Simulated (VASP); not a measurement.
# B2O (P-3m1) in VASP: relaxation of shape and atoms at fixed volume with PBEsol

Aim: the relaxation of shape and atoms at fixed volume of B2O with PBEsol.

Everything below comes from runs of VASP 6.6.1. Logs are shortened: lines on timing, memory, paths and dates and some standing lists are left out, and cuts for length are marked.

## (1) The cell of the first run

The structure is trigonal, space group P-3m1 (No. 164). Conventional cell: a = 2.549 Å, b = 2.549 Å, c = 10.580 Å, α = 90.00°, β = 90.00°, γ = 120.00°. Within 2.1 Å of B (site symmetry 3m) lie 3 O at 1.58 Å and 1 B at 1.77 Å. Within 2.1 Å of B (site symmetry 3m) lie 3 B at 1.60 Å. O (site symmetry 3m) has 3 B at 1.58 Å within 2.1 Å.

## (2) Relaxation of shape and atoms at fixed volume, PBEsol (9.92 Å³/atom)

The input, INCAR:

```
ALGO = Normal
EDIFF = 1E-6
EDIFFG = -0.01
ENCUT = 600
GGA = PS
IBRION = 2
ISIF = 4
ISMEAR = 0
LASPH = True
LCHARG = False
LREAL = False
LWAVE = False
NELM = 80
NSW = 50
PREC = Accurate
SIGMA = 0.1
```

The input, KPOINTS:

```
k-points
0
Gamma
  18 18 4
```

The input, POSCAR:

```
B2O
1.0
    2.5492106056      0.0000000000      0.0000000000
   -1.2746053028      2.2076811440      0.0000000000
    0.0000000000      0.0000000000     10.5803894936
B O
4 2
Direct
    0.0000000000      0.0000000000      0.4165073407
    0.0000000000      0.0000000000      0.5834926593
    0.6666666667      0.3333333333      0.0297240854
    0.3333333333      0.6666666667      0.9702759146
    0.6666666667      0.3333333333      0.3634668947
    0.3333333333      0.6666666667      0.6365331053
```

Potentials or basis: VASP PAW PBE potentials, release 64 (B, O).

Started as:

```sh
cat potpaw_PBE.64/B/POTCAR potpaw_PBE.64/O/POTCAR > POTCAR
mpirun -np 1 vasp_std > vasp.out
```

OUTCAR:

```text
EDIFF = 1E-6
   EDIFFG = -0.01
   ENCUT = 600
   GGA = PS
   IBRION = 2
   ISIF = 4
   ISMEAR = 0
   LASPH = True
   LREAL = False
   NELM = 80
   NSW = 50
   PREC = Accurate

 ion  position               nearest neighbor table
   1  0.000  0.000  0.417-   5 1.58   5 1.58   5 1.58   2 1.77
   2  0.000  0.000  0.583-   6 1.58   6 1.58   6 1.58   1 1.77
   3  0.667  0.333  0.030-   4 1.60   4 1.60   4 1.60
   4  0.333  0.667  0.970-   3 1.60   3 1.60   3 1.60
   5  0.667  0.333  0.363-   1 1.58   1 1.58   1 1.58
   6  0.333  0.667  0.637-   2 1.58   2 1.58   2 1.58

  LATTYP: Found a hexagonal cell.
 ALAT       =     2.5492106056
 C/A-ratio  =     4.1504571927

  Lattice vectors:

 A1 = (   2.5492106056,   0.0000000000,   0.0000000000)
 A2 = (  -1.2746053028,   2.2076811440,   0.0000000000)
 A3 = (   0.0000000000,   0.0000000000,  10.5803894936)

Analysis of symmetry for initial positions (statically):
=====================================================================
 Subroutine PRICEL returns:
 Original cell was already a primitive cell.

 Routine SETGRP: Setting up the symmetry group for a
 hexagonal supercell.

 Subroutine GETGRP returns: Found 12 space group operations
 (whereof 12 operations were pure point group operations)
 out of a pool of 24 trial point group operations.

The static configuration has the point symmetry D_3d.

Analysis of symmetry for dynamics (positions and initial velocities):
=====================================================================
 Subroutine PRICEL returns:
 Original cell was already a primitive cell.

 Routine SETGRP: Setting up the symmetry group for a
 hexagonal supercell.

 Subroutine GETGRP returns: Found 12 space group operations
 (whereof 12 operations were pure point group operations)
 out of a pool of 24 trial point group operations.

The dynamic configuration has the point symmetry D_3d.

 Subroutine INISYM returns: Found 12 space group operations
 (whereof 12 operations are pure point group operations),
 and found     1 'primitive' translations

----------------------------------------------------------------------------------------

                                     Primitive cell

  volume of cell :      59.5448

  direct lattice vectors                    reciprocal lattice vectors
     2.549210606  0.000000000  0.000000000     0.392278299  0.226481981  0.000000000
    -1.274605303  2.207681144  0.000000000     0.000000000  0.452963963  0.000000000
     0.000000000  0.000000000 10.580389494     0.000000000  0.000000000  0.094514479

  length of vectors
     2.549210606  2.549210606 10.580389494     0.452963963  0.452963963  0.094514479

  position of ions in fractional coordinates (direct lattice)
     0.000000000  0.000000000  0.416507341
     0.000000000  0.000000000  0.583492659
     0.666666667  0.333333333  0.029724085
     0.333333333  0.666666667  0.970275915
     0.666666667  0.333333333  0.363466895
     0.333333333  0.666666667  0.636533105

  ion indices of the primitive-cell ions
   primitive index   ion index
                 1           1
                 2           2
                 3           3
                 4           4
                 5           5
                 6           6

----------------------------------------------------------------------------------------

 KPOINTS: k-points

Automatic generation of k-mesh.
 Grid dimensions read from file:
 generate k-points for:   18   18    4

 Generating k-lattice:

  Cartesian coordinates                     Fractional coordinates (reciprocal lattice)
     0.021793239  0.012582332  0.000000000     0.055555556 -0.000000000  0.000000000
     0.000000000  0.025164665  0.000000000     0.000000000  0.055555556  0.000000000
     0.000000000  0.000000000  0.023628620     0.000000000  0.000000000  0.250000000

  Length of vectors
     0.025164665  0.025164665  0.023628620

  Shift w.r.t. Gamma in fractional coordinates (k-lattice)
     0.000000000  0.000000000  0.000000000

 Subroutine IBZKPT returns following result:
 ===========================================

 Found    138 irreducible k-points:

 Following reciprocal coordinates:
            Coordinates               Weight
  0.000000  0.000000  0.000000      1.000000
  0.055556 -0.000000  0.000000      6.000000
  0.111111 -0.000000  0.000000      6.000000
  0.166667  0.000000  0.000000      6.000000
  0.222222 -0.000000  0.000000      6.000000
  0.277778 -0.000000  0.000000      6.000000
[... 16 lines left out ...]
  0.333333  0.111111  0.000000     12.000000
  0.388889  0.111111  0.000000     12.000000
 [... further k-points ...]
   k-points           NKPTS =    138   k-points in BZ     NKDIM =    138   number of bands    NBANDS=     16
   number of dos      NEDOS =    301   number of ions     NIONS =      6
   total plane-waves  NPLWV =  36000
   dimension x,y,z NGX =    20 NGY =   20 NGZ =   90
   dimension x,y,z NGXF=    40 NGYF=   40 NGZF=  180
   ions per type =               4   2
   NGX,Y,Z   is equivalent  to a cutoff of  13.04, 13.04, 14.14 a.u.
   NGXF,Y,Z  is equivalent  to a cutoff of  26.09, 26.09, 28.28 a.u.
 SYSTEM =  unknown system
   PREC   = accura    normal or accurate (medium, high low for compatibility)
   ISTART =      0    job   : 0-new  1-cont  2-samecut
   ICHARG =      2    charge: 1-file 2-atom 10-const
   ISPIN  =      1    spin polarized calculation?
   LNONCOLLINEAR =      F non collinear calculations
   LSORBIT =      F    spin-orbit coupling
   LASPH  =      T    aspherical Exc in radial PAW
   ENCUT  =  600.0 eV  44.10 Ry    6.64 a.u.   5.09  5.09 21.13*2*pi/ulx,y,z
   NELM   =     80;   NELMIN=  2; NELMDL= -5     # of ELM steps
   EDIFF  = 0.1E-05   stopping-criterion for ELM
   LREAL  =      F    real-space projection
   EDIFFG = -.1E-01   stopping-criterion for IOM
   NSW    =     50    number of steps for IOM
   IBRION =      2    ionic relax: 0-MD 1-quasi-New 2-CG
   NFREE  =      1    steps in history (QN), initial steepest desc. (CG)
   ISIF   =      4    stress and relaxation
   ISYM   =      2    0-nonsym 1-usesym 2-fastsym
   POTIM  = 0.5000    time-step for ionic-motion
   TEBEG  =    0.0;   TEEND  =   0.0 temperature during run
   PSTRESS=    0.0 pullay stress
   NELECT =      24.0000    total number of electrons
   NUPDOWN=      -1.0000    fix difference up-down
   EMIN   =  10.00;   EMAX   =-10.00  energy-range for DOS
   EFERMI =   0.00;   METHOD = LEGACY
   ISMEAR =     0;   SIGMA  =   0.10  broadening in eV -4-tet -1-fermi 0-gaus
   EFERMI_NEDOS =   21; number of points for ismear=-14 and -15
   IALGO  =     38    algorithm
   IMIX   =      4    mixing-type and parameters
     AMIX     =   0.40;   BMIX     =  1.00
     AMIX_MAG =   1.60;   BMIX_MAG =  1.00
  volume/ion in A,a.u.               =       9.92        66.97
  Fermi-wavevector in a.u.,A,eV,Ry     =   1.209291  2.285228 19.896938  1.462384
  Thomas-Fermi vector in A             =   2.344872
   LORBIT       =      0    0 simple, 1 ext, 2 COOP (PROOUT), +10 PAW based schemes
   GGA     = PS    functional components
   LHFCALC =     F    Hartree Fock is set to
   AEXX    =    0.0000 exact exchange contribution
   IVDW    =     0    specifies the selected vdW correction
   LEPSILON=     F    determine dielectric tensor
   LRPA    =     F    only Hartree local field effects (RPA)
 conjugate gradient relaxation of ions
 non-spin polarized calculation
 Gauss-broadening in eV      SIGMA  =   0.10
  energy-cutoff  :      600.00
  volume of cell :       59.54
 maximum number of plane-waves:      2006
   NGX = 11   NGY = 11   NGZ = 43

--------------------------------------- Ionic step        1  -------------------------------------------

 number of electron      23.9999994 magnetization

 Free energy of the ion-electron system (eV)
  ---------------------------------------------------
  ext. energy  EPLUGINS =         0.00000000
  ---------------------------------------------------
  free energy    TOTEN  =       -41.52885578 eV

  energy without entropy =      -41.52289335  energy(sigma->0) =      -41.52587457

------------------------ aborting loop because EDIFF is reached ----------------------------------------

  FORCE on cell =-STRESS in cart. coord.  units (eV):
  Direction    XX          YY          ZZ          XY          YZ          ZX
  --------------------------------------------------------------------------------------
  -------------------------------------------------------------------------------------
  Total       -1.8868530     -1.8868530     -1.1909207      0.0000000      0.0000000      0.0000000
  in kB      -50.7697377    -50.7697377    -32.0442187      0.0000000      0.0000000      0.0000000
  external PRESSURE =     -44.5278981 kB  Pullay stress =       0.0000000 kB
[... 101 lines left out ...]
  FREE ENERGIE OF THE ION-ELECTRON SYSTEM (eV)
  ---------------------------------------------------
  free  energy   TOTEN  =       -41.5422907077 eV

  energy  without entropy=      -41.5367150218  energy(sigma->0) =      -41.53950286

[... ionic steps 4 to 10 ...]

--------------------------------------- Ionic step       11  -------------------------------------------

 number of electron      24.0000001 magnetization

------------------------ aborting loop because EDIFF is reached ----------------------------------------
[... 75 lines left out ...]
--------------------------------------- Ionic step       13  -------------------------------------------

 number of electron      24.0000001 magnetization

 Free energy of the ion-electron system (eV)
  ---------------------------------------------------
  ext. energy  EPLUGINS =         0.00000000
  ---------------------------------------------------
  free energy    TOTEN  =       -41.54803396 eV

  energy without entropy =      -41.54168498  energy(sigma->0) =      -41.54485947

 E-fermi :   3.6544     XC(G=0):  -9.7558

 val. band max:        3.6405688588   @ k =   0.5000   0.0000   0.5000
 cond. band min:       3.6824655713   @ k =  -0.0556   0.4444   0.2500
 fundamental gap:      0.0418967125
 Fermi energy:         3.6544301082

 k-point     1 :       0.0000    0.0000    0.0000
  band No.  band energies     occupation
      1     -20.7986      2.00000
      2     -20.2553      2.00000
      3      -9.4978      2.00000
      4      -7.6742      2.00000
      5      -3.3333      2.00000
      6      -2.2242      2.00000
[... 433 lines left out ...]
      3      -8.7454      2.00000
      4      -8.3959      2.00000
      5      -4.9634      2.00000
      6      -4.8782      2.00000
[... 8 lines left out ...]
     15       6.9931      0.00000
     16       9.3160      0.00000

 [... further k-points ...]

------------------------ aborting loop because EDIFF is reached ----------------------------------------

  FORCE on cell =-STRESS in cart. coord.  units (eV):
  Direction    XX          YY          ZZ          XY          YZ          ZX
  --------------------------------------------------------------------------------------
  -------------------------------------------------------------------------------------
  Total       -0.1678966     -0.1678966     -0.1707300      0.0000000      0.0000000      0.0000000
  in kB       -4.5176110     -4.5176110     -4.5938493      0.0000000      0.0000000      0.0000000
  external PRESSURE =      -4.5430238 kB  Pullay stress =       0.0000000 kB
[... 21 lines left out ...]
  FREE ENERGIE OF THE ION-ELECTRON SYSTEM (eV)
  ---------------------------------------------------
  free  energy   TOTEN  =       -41.5480339579 eV

  energy  without entropy=      -41.5416849801  energy(sigma->0) =      -41.54485947

 reached required accuracy - stopping structural energy minimisation
```

Wall time 12 min (1 thread of Intel Xeon Platinum 8488C (Sapphire Rapids), shared host); peak memory 0.28 GiB.

Results:

```
Free energy                  : -41.5480 eV
Energy gained by relaxing    : 3.2 meV/atom
Ionic steps                  : 13
Pressure after relaxing      : -0.5 GPa
Largest force after relaxing : 0.003 eV/Å
Band gap on the k mesh       : zero (bands 12 and 13 overlap by 3.39 eV)
```

Forces in eV/Å, atoms in the order of the input:
```
B    0.000  0.000 -0.001
B    0.000  0.000  0.001
B    0.000  0.000  0.003
B    0.000  0.000 -0.003
O    0.000  0.000 -0.001
O    0.000  0.000  0.001
```

Step by step:
| step | energy change (eV) | largest force (eV/Å) | pressure (GPa) | volume (Å³) |
| --- | --- | --- | --- | --- |
| 1 | 0.0000 | 0.3515 | -4.45 | 59.54 |
| 2 | -0.0129 | 0.2521 | -2.34 | 59.54 |
| 3 | -0.0134 | 0.3048 | -1.84 | 59.54 |
| 4 | -0.0144 | 0.2677 | -0.80 | 59.54 |
| 5 | -0.0161 | 0.1083 | -1.26 | 59.54 |
| 6 | -0.0175 | 0.0561 | -1.04 | 59.54 |
| 7 | -0.0180 | 0.0387 | -0.79 | 59.54 |
| 8 | -0.0189 | 0.0262 | -0.62 | 59.54 |
| 9 | -0.0190 | 0.0341 | -0.31 | 59.54 |
| 10 | -0.0192 | 0.0239 | -0.43 | 59.54 |
| 11 | -0.0192 | 0.0226 | -0.44 | 59.54 |
| 12 | -0.0191 | 0.0632 | -0.49 | 59.54 |
| 13 | -0.0192 | 0.0031 | -0.45 | 59.54 |

Final structure:
```
B O
1.0
     2.53190    0.00000    0.00000
    -1.26595    2.19269    0.00000
     0.00000    0.00000   10.72552
B O
4 2
Direct
  0.00000 0.00000 0.41841
  0.00000 0.00000 0.58159
  0.66667 0.33333 0.02850
  0.33333 0.66667 0.97150
  0.66667 0.33333 0.36673
  0.33333 0.66667 0.63327
```

Caveat: the PAW data sets were made with another functional, which shifts forces and pressure a little; this functional lacks dispersion, which binds the layers, so the pressure and a relaxed spacing across them are unreliable.
